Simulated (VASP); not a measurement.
# GaAs (F-43m) in VASP: a series of runs

Aim: see how the results for GaAs move with the level of theory and the settings. Levels: PBE, LDA, PBEsol. Tasks: single point.

Program: VASP 6.6.1. These are calculated values, not measurements. Logs are shortened: lines on timing, memory, paths and dates and some standing lists are left out, and cuts for length are marked.

## Step 1: The cell of the first run

It takes space group F-43m (No. 216, cubic). The conventional cell has a = 5.666 Å, b = 5.666 Å, c = 5.666 Å, α = 90.00°, β = 90.00°, γ = 90.00°. Within 3.2 Å of Ga (site symmetry -43m) lie 4 As at 2.45 Å. As (site symmetry -43m) has 4 Ga at 2.45 Å within 3.2 Å.

## Step 2: Single point, PBE

Input file INCAR:

```
SYSTEM = GaAs
PREC = Accurate ; ENCUT = 520
EDIFF = 1E-7 ; ISMEAR = -1
SIGMA = 0.02 ; LREAL = .False.
LASPH = .True. ; NELM = 80
ALGO = Normal ; ISIF = 2
LWAVE = .False. ; LCHARG = .True.
GGA = PE ; LELF = .True.
LVHAR = .True. ; NBANDS = 16
```

Input file KPOINTS:

```
regular mesh
0
Gamma
  8 8 8
  0 0 0
```

Input file POSCAR:

```
GaAs
1.0
    0.0000000000      2.8330850794      2.8330850794
    2.8330850794      0.0000000000      2.8330850794
    2.8330850794      2.8330850794      0.0000000000
Ga As
1 1
Direct
    0.0000000000      0.0000000000      0.0000000000
    0.2500000000      0.2500000000      0.2500000000
```

Potentials or basis: VASP PAW PBE potentials, release 64 (Ga_d, As).

On the command line:

```
> cat potpaw_PBE.64/Ga_d/POTCAR potpaw_PBE.64/As/POTCAR > POTCAR
> mpirun -np 1 vasp_std > vasp.out
```

OUTCAR:

```text
SYSTEM = GaAs
   PREC = Accurate
   ENCUT = 520
   EDIFF = 1E-7
   ISMEAR = -1
   LREAL = .False.
   LASPH = .True.
   NELM = 80
   ISIF = 2
   GGA = PE

 ion  position               nearest neighbor table
   1  0.000  0.000  0.000-   2 2.45   2 2.45   2 2.45   2 2.45
   2  0.250  0.250  0.250-   1 2.45   1 2.45   1 2.45   1 2.45

  LATTYP: Found a face centered cubic cell.
 ALAT       =     5.6661701588

  Lattice vectors:

 A1 = (   0.0000000000,   2.8330850794,   2.8330850794)
 A2 = (   2.8330850794,   0.0000000000,   2.8330850794)
 A3 = (   2.8330850794,   2.8330850794,   0.0000000000)

Analysis of symmetry for initial positions (statically):
=====================================================================
 Subroutine PRICEL returns:
 Original cell was already a primitive cell.

 Routine SETGRP: Setting up the symmetry group for a
 face centered cubic supercell.

 Subroutine GETGRP returns: Found 24 space group operations
 (whereof 24 operations were pure point group operations)
 out of a pool of 48 trial point group operations.

The static configuration has the point symmetry T_d .

Analysis of symmetry for dynamics (positions and initial velocities):
=====================================================================
 Subroutine PRICEL returns:
 Original cell was already a primitive cell.

 Routine SETGRP: Setting up the symmetry group for a
 face centered cubic supercell.

 Subroutine GETGRP returns: Found 24 space group operations
 (whereof 24 operations were pure point group operations)
 out of a pool of 48 trial point group operations.

The dynamic configuration has the point symmetry T_d .

 Subroutine INISYM returns: Found 24 space group operations
 (whereof 24 operations are pure point group operations),
 and found     1 'primitive' translations

----------------------------------------------------------------------------------------

                                     Primitive cell

  volume of cell :      45.4788

  direct lattice vectors                    reciprocal lattice vectors
     0.000000000  2.833085079  2.833085079    -0.176486052  0.176486052  0.176486052
     2.833085079  0.000000000  2.833085079     0.176486052 -0.176486052  0.176486052
     2.833085079  2.833085079  0.000000000     0.176486052  0.176486052 -0.176486052

  length of vectors
     4.006587343  4.006587343  4.006587343     0.305682808  0.305682808  0.305682808

  position of ions in fractional coordinates (direct lattice)
     0.000000000  0.000000000  0.000000000
     0.250000000  0.250000000  0.250000000

  ion indices of the primitive-cell ions
   primitive index   ion index
                 1           1
                 2           2

----------------------------------------------------------------------------------------

 KPOINTS: regular mesh

Automatic generation of k-mesh.
 Grid dimensions read from file:
 generate k-points for:    8    8    8

 Generating k-lattice:

  Cartesian coordinates                     Fractional coordinates (reciprocal lattice)
    -0.022060756  0.022060756  0.022060756     0.125000000  0.000000000  0.000000000
     0.022060756 -0.022060756  0.022060756     0.000000000  0.125000000  0.000000000
     0.022060756  0.022060756 -0.022060756     0.000000000  0.000000000  0.125000000

  Length of vectors
     0.038210351  0.038210351  0.038210351

  Shift w.r.t. Gamma in fractional coordinates (k-lattice)
     0.000000000  0.000000000  0.000000000

 Subroutine IBZKPT returns following result:
 ===========================================

 Found     29 irreducible k-points:

 Following reciprocal coordinates:
            Coordinates               Weight
  0.000000  0.000000  0.000000      1.000000
  0.125000  0.000000  0.000000      8.000000
  0.250000  0.000000  0.000000      8.000000
  0.375000  0.000000  0.000000      8.000000
  0.500000  0.000000  0.000000      4.000000
  0.125000  0.125000  0.000000      6.000000
[... 16 lines left out ...]
  0.500000  0.250000  0.125000     48.000000
 -0.375000  0.250000  0.125000     24.000000
 [... further k-points ...]
   k-points           NKPTS =     29   k-points in BZ     NKDIM =     29   number of bands    NBANDS=     16
   number of dos      NEDOS =    301   number of ions     NIONS =      2
   total plane-waves  NPLWV =  27000
   dimension x,y,z NGX =    30 NGY =   30 NGZ =   30
   dimension x,y,z NGXF=    60 NGYF=   60 NGZF=   60
   ions per type =               1   1
   NGX,Y,Z   is equivalent  to a cutoff of  12.45, 12.45, 12.45 a.u.
   NGXF,Y,Z  is equivalent  to a cutoff of  24.90, 24.90, 24.90 a.u.
 SYSTEM =  GaAs
   PREC   = accura    normal or accurate (medium, high low for compatibility)
   ISTART =      0    job   : 0-new  1-cont  2-samecut
   ICHARG =      2    charge: 1-file 2-atom 10-const
   ISPIN  =      1    spin polarized calculation?
   LNONCOLLINEAR =      F non collinear calculations
   LSORBIT =      F    spin-orbit coupling
   LASPH  =      T    aspherical Exc in radial PAW
   ENCUT  =  520.0 eV  38.22 Ry    6.18 a.u.   7.45  7.45  7.45*2*pi/ulx,y,z
   NELM   =     80;   NELMIN=  2; NELMDL= -5     # of ELM steps
   EDIFF  = 0.1E-06   stopping-criterion for ELM
   LREAL  =      F    real-space projection
   EDIFFG = 0.1E-05   stopping-criterion for IOM
   NSW    =      0    number of steps for IOM
   IBRION =     -1    ionic relax: 0-MD 1-quasi-New 2-CG
   NFREE  =      0    steps in history (QN), initial steepest desc. (CG)
   ISIF   =      2    stress and relaxation
   ISYM   =      2    0-nonsym 1-usesym 2-fastsym
   POTIM  = 0.5000    time-step for ionic-motion
   TEBEG  =    0.0;   TEEND  =   0.0 temperature during run
   PSTRESS=    0.0 pullay stress
   NELECT =      18.0000    total number of electrons
   NUPDOWN=      -1.0000    fix difference up-down
   EMIN   =  10.00;   EMAX   =-10.00  energy-range for DOS
   EFERMI =   0.00;   METHOD = LEGACY
   ISMEAR =    -1;   SIGMA  =   0.02  broadening in eV -4-tet -1-fermi 0-gaus
   EFERMI_NEDOS =   21; number of points for ismear=-14 and -15
   IALGO  =     38    algorithm
   IMIX   =      4    mixing-type and parameters
     AMIX     =   0.40;   BMIX     =  1.00
     AMIX_MAG =   1.60;   BMIX_MAG =  1.00
  volume/ion in A,a.u.               =      22.74       153.45
  Fermi-wavevector in a.u.,A,eV,Ry     =   1.201977  2.271407 19.656990  1.444748
  Thomas-Fermi vector in A             =   2.337771
   LORBIT       =      0    0 simple, 1 ext, 2 COOP (PROOUT), +10 PAW based schemes
   GGA     = PE    functional components
   LHFCALC =     F    Hartree Fock is set to
   AEXX    =    0.0000 exact exchange contribution
   IVDW    =     0    specifies the selected vdW correction
   LEPSILON=     F    determine dielectric tensor
   LRPA    =     F    only Hartree local field effects (RPA)
 non-spin polarized calculation
  energy-cutoff  :      520.00
  volume of cell :       45.48
 maximum number of plane-waves:      1243
 NGX is ok and might be reduce to    30
   NGX = 15   NGY = 15   NGZ = 15

 number of electron      17.9999990 magnetization

 Free energy of the ion-electron system (eV)
  ---------------------------------------------------
  ext. energy  EPLUGINS =         0.00000000
  ---------------------------------------------------
  free energy    TOTEN  =        -8.25311773 eV

  energy without entropy =       -8.25311771  energy(sigma->0) =       -8.25311772

 E-fermi :   4.1173     XC(G=0):  -9.5575

 val. band max:        3.8711152538   @ k =   0.0000   0.0000   0.0000
 cond. band min:       4.3414331970   @ k =   0.0000   0.0000   0.0000
 fundamental gap:      0.4703179432
 Fermi energy:         4.1172538259

 k-point     1 :       0.0000    0.0000    0.0000
  band No.  band energies     occupation
      1     -10.9262      2.00000
      2     -10.9262      2.00000
      3     -10.9262      2.00000
      4     -10.8487      2.00000
      5     -10.8487      2.00000
      6      -8.8072      2.00000
[... 8 lines left out ...]
     15      13.9766      0.00000
     16      13.9766      0.00000

 k-point     2 :       0.1250    0.0000    0.0000
  band No.  band energies     occupation
      1     -10.9392      2.00000
      2     -10.9227      2.00000
      3     -10.9227      2.00000
      4     -10.8488      2.00000
      5     -10.8488      2.00000
      6      -8.6264      2.00000
[... 8 lines left out ...]
     15      13.1287      0.00000
     16      13.1287      0.00000

 k-point     3 :       0.2500    0.0000    0.0000
  band No.  band energies     occupation
      1     -10.9678      2.00000
      2     -10.9152      2.00000
      3     -10.9152      2.00000
      4     -10.8484      2.00000
      5     -10.8484      2.00000
      6      -8.1216      2.00000
[... 8 lines left out ...]
     15      12.8876      0.00000
     16      12.8876      0.00000

 k-point     4 :       0.3750    0.0000    0.0000
  band No.  band energies     occupation
      1     -10.9935      2.00000
      2     -10.9092      2.00000
      3     -10.9092      2.00000
      4     -10.8463      2.00000
      5     -10.8463      2.00000
      6      -7.4464      2.00000
[... 8 lines left out ...]
     15      14.0423      0.00000
     16      14.0423      0.00000
[... 324 lines left out ...]
 k-point    22 :       0.3750    0.2500    0.1250
  band No.  band energies     occupation
      1     -10.9896      2.00000
      2     -10.9062      2.00000
      3     -10.9035      2.00000
      4     -10.8564      2.00000
      5     -10.8436      2.00000
      6      -7.6962      2.00000
[... 8 lines left out ...]
     15      14.7663      0.00000
     16      15.2490      0.00000

 k-point    23 :       0.5000    0.2500    0.1250
  band No.  band energies     occupation
      1     -11.0057      2.00000
      2     -10.9027      2.00000
      3     -10.8970      2.00000
      4     -10.8552      2.00000
      5     -10.8440      2.00000
      6      -7.0718      2.00000
[... 8 lines left out ...]
     15      14.6690      0.00000
     16      16.1078      0.00000

 k-point    24 :      -0.3750    0.2500    0.1250
  band No.  band energies     occupation
      1     -11.0117      2.00000
      2     -10.9020      2.00000
      3     -10.8946      2.00000
      4     -10.8529      2.00000
      5     -10.8452      2.00000
      6      -6.7241      2.00000
[... 8 lines left out ...]
     15      15.4635      0.00000
     16      15.9684      0.00000

 [... further k-points ...]

------------------------ aborting loop because EDIFF is reached ----------------------------------------

  FORCE on cell =-STRESS in cart. coord.  units (eV):
  Direction    XX          YY          ZZ          XY          YZ          ZX
  --------------------------------------------------------------------------------------
  -------------------------------------------------------------------------------------
  Total        0.8414042      0.8414042      0.8414042      0.0000000     -0.0000000     -0.0000000
  in kB       29.6419249     29.6419249     29.6419249      0.0000000     -0.0000000     -0.0000000
  external PRESSURE =      29.6419249 kB  Pullay stress =       0.0000000 kB

 VOLUME and BASIS-vectors are now :
 -----------------------------------------------------------------------------
  energy-cutoff  :      520.00
  volume of cell :       45.48
      direct lattice vectors                 reciprocal lattice vectors
     0.000000000  2.833085079  2.833085079    -0.176486052  0.176486052  0.176486052
     2.833085079  0.000000000  2.833085079     0.176486052 -0.176486052  0.176486052
     2.833085079  2.833085079  0.000000000     0.176486052  0.176486052 -0.176486052

 POSITION                                       TOTAL-FORCE (eV/Angst)
 -----------------------------------------------------------------------------------
      0.00000      0.00000      0.00000        -0.000000     -0.000000     -0.000000
      1.41654      1.41654      1.41654         0.000000      0.000000      0.000000
 -----------------------------------------------------------------------------------
    total drift:                                0.000002      0.000002      0.000002

  FREE ENERGIE OF THE ION-ELECTRON SYSTEM (eV)
  ---------------------------------------------------
  free  energy   TOTEN  =        -8.2531177321 eV

  energy  without entropy=       -8.2531177051  energy(sigma->0) =       -8.25311772
```

Run time: 20 s. Hardware: 1 thread of Intel Xeon Platinum 8488C (Sapphire Rapids), shared host; peak memory 0.18 GiB.

Results:

* Free energy: -8.2531 eV
* Pressure: 3.0 GPa
* Band gap on the k mesh: 0.47 eV, direct

Expect the measured gap to be larger: semilocal functionals such as PBE lack the derivative discontinuity.

## Step 3: Single point, LDA

Input file INCAR:

```
  PREC = Accurate
  ENCUT = 520
  EDIFF = 1E-7
  ISMEAR = 0
  SIGMA = 0.01
  LREAL = F
  LASPH = T
  NELM = 80
  ALGO = Normal
  ISIF = 2
  LWAVE = F
  LCHARG = F
  GGA = CA
  NBANDS = 16
```

Input file KPOINTS:

```
regular mesh
0
Gamma
  8 8 8
```

POSCAR is that of step 2.

Potentials or basis: VASP PAW LDA potentials, release 64 (Ga_d, As).

On the command line:

```
> cat potpaw_LDA.64/Ga_d/POTCAR potpaw_LDA.64/As/POTCAR > POTCAR
> mpirun -np 1 vasp_std > vasp.out
```

Run time: 17 s. Hardware: 1 thread of Intel Xeon Platinum 8488C (Sapphire Rapids), shared host; peak memory 0.16 GiB.

The run converged. Its results:

* Free energy: -9.6283 eV
* Pressure: -2.1 GPa
* Band gap on the k mesh: 0.28 eV, direct

Levels at points of the mesh, in eV from the valence-band top:
```tsv
k point	band 5	band 6	band 7	band 8	band 9	band 10	band 11	band 12	band 13	band 14
(0.00, 0.00, 0.00)	-14.84	-12.72	0.00	0.00	0.00	0.28	3.67	3.67	3.67	7.32
(0.50, 0.00, 0.00)	-14.84	-10.97	-6.66	-1.14	-1.14	0.84	4.58	4.58	7.56	10.15
(0.50, 0.50, 0.00)	-14.83	-10.24	-6.84	-2.67	-2.67	1.35	1.55	9.99	9.99	10.73
```

## Step 4: Single point, PBEsol

This run uses another cell than the first one, of 22.64 Å³/atom, 0.995 times its volume.

Input file INCAR:

```
SYSTEM = GaAs
ALGO = Normal
EDIFF = 1E-6
ENCUT = 520
GGA = PS
ISIF = 2
ISMEAR = -1
LASPH = .TRUE.
LCHARG = .TRUE.
LELF = .TRUE.
LREAL = .FALSE.
LVHAR = .TRUE.
LWAVE = .FALSE.
NBANDS = 16
NELM = 60
PREC = Accurate
SIGMA = 0.02
```

Input file KPOINTS:

```
k-points
0
G
  8 8 8
  0 0 0
```

Input file POSCAR:

```
GaAs
1.0
    0.0000000000      2.8287539958      2.8287539958
    2.8287539958      0.0000000000      2.8287539958
    2.8287539958      2.8287539958      0.0000000000
Ga As
1 1
Direct
    0.0000000000      0.0000000000      0.0000000000
    0.2500000000      0.2500000000      0.2500000000
```

Potentials or basis: VASP PAW PBE potentials, release 64 (Ga_d, As).

On the command line:

```
> cat potpaw_PBE.64/Ga_d/POTCAR potpaw_PBE.64/As/POTCAR > POTCAR
> mpirun -np 1 vasp_std > vasp.out
```

Run time: 20 s. Hardware: 1 thread of Intel Xeon Platinum 8488C (Sapphire Rapids), shared host; peak memory 0.17 GiB.

The run converged. Its results:

- Free energy: -9.0874 eV
- Pressure: 0.2 GPa
- Band gap on the k mesh: 0.44 eV, direct

Levels at points of the mesh, in eV from the valence-band top:
| k point | band 6 | band 7 | band 8 | band 9 | band 10 | band 11 | band 12 | band 13 |
| --- | --- | --- | --- | --- | --- | --- | --- | --- |
| (0.00, 0.00, 0.00) | -12.74 | 0.00 | 0.00 | 0.00 | 0.44 | 3.69 | 3.69 | 3.69 |
| (0.50, 0.00, 0.00) | -10.97 | -6.67 | -1.15 | -1.15 | 0.92 | 4.58 | 4.58 | 7.58 |
| (0.50, 0.50, 0.00) | -10.22 | -6.84 | -2.69 | -2.69 | 1.35 | 1.57 | 10.11 | 10.11 |

Caveat: the PAW data sets were made with another functional, which shifts forces and pressure a little.

## Step 5: Single point, PBE

This run uses another cell than the first one, of 23.68 Å³/atom, 1.042 times its volume.

Input file INCAR:

```
SYSTEM = GaAs
ALGO = Normal
EDIFF = 1E-6
ENCUT = 520
GGA = PE
ISIF = 2
ISMEAR = -1
LASPH = .TRUE.
LCHARG = .FALSE.
LREAL = .FALSE.
LWAVE = .FALSE.
NBANDS = 16
NELM = 60
PREC = Accurate
SIGMA = 0.02
```

KPOINTS is that of step 4.

Input file POSCAR:

```
GaAs
1.0
    0.0000000000      2.8718185932      2.8718185932
    2.8718185932      0.0000000000      2.8718185932
    2.8718185932      2.8718185932      0.0000000000
Ga As
1 1
Direct
    0.0000000000      0.0000000000      0.0000000000
    0.2500000000      0.2500000000      0.2500000000
```

On the command line:

```
> cat potpaw_PBE.64/Ga_d/POTCAR potpaw_PBE.64/As/POTCAR > POTCAR
> mpirun -np 1 vasp_std > vasp.out
```

Wall time 17 s (1 thread of Intel Xeon Platinum 8488C (Sapphire Rapids), shared host); peak memory 0.18 GiB.

The run converged. Its results:

- Free energy: -8.2712 eV
- Pressure: 0.2 GPa
- Band gap on the k mesh: 0.17 eV, direct

Levels at points of the mesh, in eV from the valence-band top:
```csv
k point,band 5,band 6,band 7,band 8,band 9,band 10,band 11,band 12,band 13,band 14
"(0.00, 0.00, 0.00)",-14.66,-12.40,0.00,0.00,0.00,0.17,3.71,3.71,3.71,7.44
"(0.50, 0.00, 0.00)",-14.66,-10.77,-6.39,-1.07,-1.07,0.87,4.62,4.62,7.70,10.05
"(0.50, 0.50, 0.00)",-14.65,-10.09,-6.60,-2.52,-2.52,1.55,1.67,9.79,9.79,10.56
```

## Step 6: The runs side by side

```tsv
level	potentials or basis	cell	smearing	gap on the mesh (eV)	pressure (GPa)
PBE	VASP PAW PBE potentials, release 64 (Ga_d, As)	a = 4.007 Å, angles 60.0°, 2 atoms	fermi-dirac 0.02 eV	0.47	3.0
LDA	VASP PAW LDA potentials, release 64 (Ga_d, As)	a = 4.007 Å, angles 60.0°, 2 atoms	gaussian 0.01 eV	0.28	-2.1
PBEsol	VASP PAW PBE potentials, release 64 (Ga_d, As)	a = 4.000 Å, angles 60.0°, 2 atoms	fermi-dirac 0.02 eV	0.44	0.2
PBE	VASP PAW PBE potentials, release 64 (Ga_d, As)	a = 4.061 Å, angles 60.0°, 2 atoms	fermi-dirac 0.02 eV	0.17	0.2
```

Alike in all rows: task single point; no spin polarisation; k mesh 8 × 8 × 8; cutoff (eV) 520.

Caveats: the PAW data sets were made with another functional, which shifts forces and pressure a little (some runs).

Absolute energies hang on the potentials; compare differences alone.
